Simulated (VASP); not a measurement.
# KI (Cmcm) in VASP: single point with PBEsol

Aim: the single point of KI with PBEsol.

Program: VASP 6.6.1. These are calculated values, not measurements. Logs are shortened: lines on timing, memory, paths and dates and some standing lists are left out, and cuts for length are marked.

### 1 The cell of the first run

The structure is orthorhombic, space group Cmcm (No. 63). Conventional cell: a = 5.025 Å, b = 8.510 Å, c = 8.677 Å, α = 90.00°, β = 90.00°, γ = 90.00°. K (site symmetry 2/m) has 6 I at 3.59 to 3.62 Å and 2 K at 4.34 Å within 4.7 Å. I (site symmetry m2m) has 6 K at 3.59 to 3.62 Å within 4.7 Å.

### 2 Single point, PBEsol

INCAR

```
SYSTEM = KI
  ALGO = Normal
  EDIFF = 1E-6
  ENCUT = 520
  GGA = PS
  ISIF = 2
  ISMEAR = 0
  LASPH = .True.
  LCHARG = .True.
  LELF = .True.
  LREAL = .False.
  LVHAR = .True.
  LWAVE = .False.
  NBANDS = 24
  NELM = 80
  PREC = Accurate
  SIGMA = 0.01
```

KPOINTS

```
k-points
0
Gamma
  3 3 2
  0 0 0
```

POSCAR

```
KI
1.0
    2.5126600000     -4.2552270000      0.0000000000
    2.5126600000      4.2552270000      0.0000000000
    0.0000000000      0.0000000000      8.6765890000
K I
2 2
Direct
    0.5000000000      0.5000000000      0.5000000000
    0.5000000000      0.5000000000      0.0000000000
    0.8402300000      0.1597700000      0.2500000000
    0.1597700000      0.8402300000      0.7500000000
```

Potentials or basis: VASP PAW PBE potentials, release 64 (K_sv, I).

Run with:

```sh
> cat potpaw_PBE.64/K_sv/POTCAR potpaw_PBE.64/I/POTCAR > POTCAR
> mpirun -np 1 vasp_std > vasp.out
```

OUTCAR:

```text
SYSTEM = KI
   EDIFF = 1E-6
   ENCUT = 520
   GGA = PS
   ISIF = 2
   ISMEAR = 0
   LASPH = .True.
   LREAL = .False.
   NELM = 80
   PREC = Accurate

 ion  position               nearest neighbor table
   1  0.500  0.500  0.500-   4 3.59   3 3.59   4 3.59   3 3.59   3 3.62   4 3.62
   2  0.500  0.500  0.000-   4 3.59   3 3.59   4 3.59   3 3.59   3 3.62   4 3.62
   3  0.840  0.160  0.250-   1 3.59   2 3.59   1 3.59   2 3.59   1 3.62   2 3.62
   4  0.160  0.840  0.750-   1 3.59   2 3.59   1 3.59   2 3.59   1 3.62   2 3.62

  LATTYP: Found a base centered orthorhombic cell.
 ALAT       =     5.0253200000
 B/A-ratio  =     1.6935148408
 C/A-ratio  =     1.7265744271

  Lattice vectors:

 A1 = (   2.5126600000,  -4.2552270000,   0.0000000000)
 A2 = (   2.5126600000,   4.2552270000,   0.0000000000)
 A3 = (   0.0000000000,   0.0000000000,   8.6765890000)

Analysis of symmetry for initial positions (statically):
=====================================================================
 Subroutine PRICEL returns:
 Original cell was already a primitive cell.

 Routine SETGRP: Setting up the symmetry group for a
 base centered orthorhombic supercell.

 Subroutine GETGRP returns: Found  8 space group operations
 (whereof  4 operations were pure point group operations)
 out of a pool of  8 trial point group operations.

The static configuration has the point symmetry C_2h.
 The point group associated with its full space group is D_2h.

Analysis of symmetry for dynamics (positions and initial velocities):
=====================================================================
 Subroutine PRICEL returns:
 Original cell was already a primitive cell.

 Routine SETGRP: Setting up the symmetry group for a
 base centered orthorhombic supercell.

 Subroutine GETGRP returns: Found  8 space group operations
 (whereof  4 operations were pure point group operations)
 out of a pool of  8 trial point group operations.

The dynamic configuration has the point symmetry C_2h.
 The point group associated with its full space group is D_2h.

 Subroutine INISYM returns: Found  8 space group operations
 (whereof  4 operations are pure point group operations),
 and found     1 'primitive' translations

----------------------------------------------------------------------------------------

                                     Primitive cell

  volume of cell :     185.5391

  direct lattice vectors                    reciprocal lattice vectors
     2.512660000 -4.255227000  0.000000000     0.198992303 -0.117502545  0.000000000
     2.512660000  4.255227000  0.000000000     0.198992303  0.117502545  0.000000000
     0.000000000  0.000000000  8.676589000     0.000000000  0.000000000  0.115252664

  length of vectors
     4.941701842  4.941701842  8.676589000     0.231094752  0.231094752  0.115252664

  position of ions in fractional coordinates (direct lattice)
     0.500000000  0.500000000  0.500000000
     0.500000000  0.500000000  0.000000000
     0.840230000  0.159770000  0.250000000
     0.159770000  0.840230000  0.750000000

  ion indices of the primitive-cell ions
   primitive index   ion index
                 1           1
                 2           2
                 3           3
                 4           4

----------------------------------------------------------------------------------------

 KPOINTS: k-points

Automatic generation of k-mesh.
 Grid dimensions read from file:
 generate k-points for:    3    3    2

 Generating k-lattice:

  Cartesian coordinates                     Fractional coordinates (reciprocal lattice)
     0.066330768 -0.039167515  0.000000000     0.333333333 -0.000000000  0.000000000
     0.066330768  0.039167515  0.000000000    -0.000000000  0.333333333  0.000000000
     0.000000000  0.000000000  0.057626332     0.000000000  0.000000000  0.500000000

  Length of vectors
     0.077031584  0.077031584  0.057626332

  Shift w.r.t. Gamma in fractional coordinates (k-lattice)
     0.000000000  0.000000000  0.000000000

 Subroutine IBZKPT returns following result:
 ===========================================

 Found      8 irreducible k-points:

 Following reciprocal coordinates:
            Coordinates               Weight
  0.000000  0.000000  0.000000      1.000000
  0.333333  0.000000  0.000000      4.000000
  0.333333  0.333333  0.000000      2.000000
 -0.333333  0.333333  0.000000      2.000000
  0.000000  0.000000  0.500000      1.000000
  0.333333  0.000000  0.500000      4.000000
  0.333333  0.333333  0.500000      2.000000
 -0.333333  0.333333  0.500000      2.000000
   k-points           NKPTS =      8   k-points in BZ     NKDIM =      8   number of bands    NBANDS=     24
   number of dos      NEDOS =    301   number of ions     NIONS =      4
   total plane-waves  NPLWV = 112000
   dimension x,y,z NGX =    40 NGY =   40 NGZ =   70
   dimension x,y,z NGXF=    80 NGYF=   80 NGZF=  140
   ions per type =               2   2
   NGX,Y,Z   is equivalent  to a cutoff of  13.46, 13.46, 13.41 a.u.
   NGXF,Y,Z  is equivalent  to a cutoff of  26.91, 26.91, 26.82 a.u.
 SYSTEM =  KI
   PREC   = accura    normal or accurate (medium, high low for compatibility)
   ISTART =      0    job   : 0-new  1-cont  2-samecut
   ICHARG =      2    charge: 1-file 2-atom 10-const
   ISPIN  =      1    spin polarized calculation?
   LNONCOLLINEAR =      F non collinear calculations
   LSORBIT =      F    spin-orbit coupling
   LASPH  =      T    aspherical Exc in radial PAW
   ENCUT  =  520.0 eV  38.22 Ry    6.18 a.u.   9.19  9.19 16.13*2*pi/ulx,y,z
   NELM   =     80;   NELMIN=  2; NELMDL= -5     # of ELM steps
   EDIFF  = 0.1E-05   stopping-criterion for ELM
   LREAL  =      F    real-space projection
   EDIFFG = 0.1E-04   stopping-criterion for IOM
   NSW    =      0    number of steps for IOM
   IBRION =     -1    ionic relax: 0-MD 1-quasi-New 2-CG
   NFREE  =      0    steps in history (QN), initial steepest desc. (CG)
   ISIF   =      2    stress and relaxation
   ISYM   =      2    0-nonsym 1-usesym 2-fastsym
   POTIM  = 0.5000    time-step for ionic-motion
   TEBEG  =    0.0;   TEEND  =   0.0 temperature during run
   PSTRESS=    0.0 pullay stress
   NELECT =      32.0000    total number of electrons
   NUPDOWN=      -1.0000    fix difference up-down
   EMIN   =  10.00;   EMAX   =-10.00  energy-range for DOS
   EFERMI =   0.00;   METHOD = LEGACY
   ISMEAR =     0;   SIGMA  =   0.01  broadening in eV -4-tet -1-fermi 0-gaus
   EFERMI_NEDOS =   21; number of points for ismear=-14 and -15
   IALGO  =     38    algorithm
   IMIX   =      4    mixing-type and parameters
     AMIX     =   0.40;   BMIX     =  1.00
     AMIX_MAG =   1.60;   BMIX_MAG =  1.00
  volume/ion in A,a.u.               =      46.38       313.02
  Fermi-wavevector in a.u.,A,eV,Ry     =   0.911268  1.722048 11.298416  0.830410
  Thomas-Fermi vector in A             =   2.035528
   LORBIT       =      0    0 simple, 1 ext, 2 COOP (PROOUT), +10 PAW based schemes
   GGA     = PS    functional components
   LHFCALC =     F    Hartree Fock is set to
   AEXX    =    0.0000 exact exchange contribution
   IVDW    =     0    specifies the selected vdW correction
   LEPSILON=     F    determine dielectric tensor
   LRPA    =     F    only Hartree local field effects (RPA)
 non-spin polarized calculation
 Gauss-broadening in eV      SIGMA  =   0.01
  energy-cutoff  :      520.00
  volume of cell :      185.54
 maximum number of plane-waves:      5026
 NGX is ok and might be reduce to    40
   NGX = 19   NGY = 19   NGZ = 33

 number of electron      31.9999999 magnetization

 Free energy of the ion-electron system (eV)
  ---------------------------------------------------
  ext. energy  EPLUGINS =         0.00000000
  ---------------------------------------------------
  free energy    TOTEN  =       -11.51283919 eV

  energy without entropy =      -11.51283919  energy(sigma->0) =      -11.51283919

 E-fermi :  -0.6072     XC(G=0):  -7.1277

 val. band max:       -0.6510616956   @ k =   0.0000   0.0000   0.0000
 cond. band min:       2.9567150267   @ k =   0.0000   0.0000   0.0000
 fundamental gap:      3.6077767223
 Fermi energy:        -0.6072263650

 k-point     1 :       0.0000    0.0000    0.0000
  band No.  band energies     occupation
      1     -29.2345      2.00000
      2     -29.2302      2.00000
      3     -12.9309      2.00000
      4     -12.7819      2.00000
      5     -12.7791      2.00000
      6     -12.7712      2.00000
[... 16 lines left out ...]
     23       6.1790      0.00000
     24       6.7399      0.00000

 k-point     2 :       0.3333    0.0000    0.0000
  band No.  band energies     occupation
      1     -29.2335      2.00000
      2     -29.2293      2.00000
      3     -12.8831      2.00000
      4     -12.8483      2.00000
      5     -12.7961      2.00000
      6     -12.7885      2.00000
[... 16 lines left out ...]
     23       6.8521      0.00000
     24       7.2899      0.00000

 k-point     3 :       0.3333    0.3333    0.0000
  band No.  band energies     occupation
      1     -29.2329      2.00000
      2     -29.2288      2.00000
      3     -12.8464      2.00000
      4     -12.8444      2.00000
      5     -12.8402      2.00000
      6     -12.7971      2.00000
[... 16 lines left out ...]
     23       7.3391      0.00000
     24       7.4436      0.00000

 k-point     4 :      -0.3333    0.3333    0.0000
  band No.  band energies     occupation
      1     -29.2334      2.00000
      2     -29.2292      2.00000
      3     -12.8871      2.00000
      4     -12.8436      2.00000
      5     -12.7996      2.00000
      6     -12.7874      2.00000
[... 16 lines left out ...]
     23       6.7636      0.00000
     24       7.2545      0.00000

 k-point     5 :       0.0000    0.0000    0.5000
  band No.  band energies     occupation
      1     -29.2324      2.00000
      2     -29.2324      2.00000
      3     -12.8493      2.00000
      4     -12.8493      2.00000
      5     -12.7765      2.00000
      6     -12.7765      2.00000
[... 16 lines left out ...]
     23       6.4074      0.00000
     24       6.4074      0.00000

 k-point     6 :       0.3333    0.0000    0.5000
  band No.  band energies     occupation
      1     -29.2314      2.00000
      2     -29.2314      2.00000
      3     -12.8415      2.00000
      4     -12.8415      2.00000
      5     -12.8009      2.00000
      6     -12.8009      2.00000
[... 16 lines left out ...]
     23       7.0250      0.00000
     24       7.0250      0.00000

 k-point     7 :       0.3333    0.3333    0.5000
  band No.  band energies     occupation
      1     -29.2308      2.00000
      2     -29.2308      2.00000
      3     -12.8365      2.00000
      4     -12.8365      2.00000
      5     -12.8027      2.00000
      6     -12.8027      2.00000
[... 16 lines left out ...]
     23       6.6558      0.00000
     24       6.6558      0.00000

 k-point     8 :      -0.3333    0.3333    0.5000
  band No.  band energies     occupation
      1     -29.2313      2.00000
      2     -29.2313      2.00000
      3     -12.8433      2.00000
      4     -12.8433      2.00000
      5     -12.8004      2.00000
      6     -12.8004      2.00000
[... 16 lines left out ...]
     23       6.9493      0.00000
     24       6.9493      0.00000

------------------------ aborting loop because EDIFF is reached ----------------------------------------

  FORCE on cell =-STRESS in cart. coord.  units (eV):
  Direction    XX          YY          ZZ          XY          YZ          ZX
  --------------------------------------------------------------------------------------
  -------------------------------------------------------------------------------------
  Total       -0.8029558     -0.7111791     -0.8476352      0.0000000      0.0000000      0.0000000
  in kB       -6.9337273     -6.1412123     -7.3195449      0.0000000      0.0000000      0.0000000
  external PRESSURE =      -6.7981615 kB  Pullay stress =       0.0000000 kB

 VOLUME and BASIS-vectors are now :
 -----------------------------------------------------------------------------
  energy-cutoff  :      520.00
  volume of cell :      185.54
      direct lattice vectors                 reciprocal lattice vectors
     2.512660000 -4.255227000  0.000000000     0.198992303 -0.117502545  0.000000000
     2.512660000  4.255227000  0.000000000     0.198992303  0.117502545  0.000000000
     0.000000000  0.000000000  8.676589000     0.000000000  0.000000000  0.115252664

 POSITION                                       TOTAL-FORCE (eV/Angst)
 -----------------------------------------------------------------------------------
      2.51266      0.00000      4.33829        -0.000000      0.000000      0.000000
      2.51266      0.00000      0.00000         0.000000      0.000000      0.000000
      2.51266     -2.89551      2.16915         0.000000      0.030006      0.000000
      2.51266      2.89551      6.50744         0.000000     -0.030006     -0.000000
 -----------------------------------------------------------------------------------
    total drift:                               -0.000000      0.000000     -0.000000

  FREE ENERGIE OF THE ION-ELECTRON SYSTEM (eV)
  ---------------------------------------------------
  free  energy   TOTEN  =       -11.5128391851 eV

  energy  without entropy=      -11.5128391851  energy(sigma->0) =      -11.51283919
```

Run time: 36 s. Hardware: 1 thread of AMD EPYC 9R14 (Zen 4), shared host; peak memory 0.29 GiB.

Results:

| Quantity | Value |
| --- | --- |
| Free energy | -11.5128 eV |
| Pressure | -0.7 GPa |
| Largest force | 0.030 eV/Å |
| Band gap on the k mesh | 3.61 eV, direct |

Forces in eV/Å, atoms in the order of the input:
```
K    0.000  0.000  0.000
K    0.000  0.000  0.000
I    0.000  0.030  0.000
I    0.000 -0.030  0.000
```

Stress tensor (GPa, compression positive):
```
-0.69  0.00  0.00
 0.00 -0.61  0.00
 0.00  0.00 -0.73
```

Levels at points of the mesh, in eV from the valence-band top:
```tsv
k point	band 13	band 14	band 15	band 16	band 17	band 18	band 19	band 20
(0.00, 0.00, 0.00)	-0.25	-0.21	-0.06	0.00	3.61	5.32	5.60	6.53
(0.00, 0.00, 0.50)	-0.19	-0.19	-0.13	-0.13	4.68	4.68	6.19	6.19
```

Caveat: the k points lie up to 0.48 Å⁻¹ apart; the PAW data sets were made with another functional, which shifts forces and pressure a little; spin-orbit coupling is left out, which moves the levels of the heavy elements.
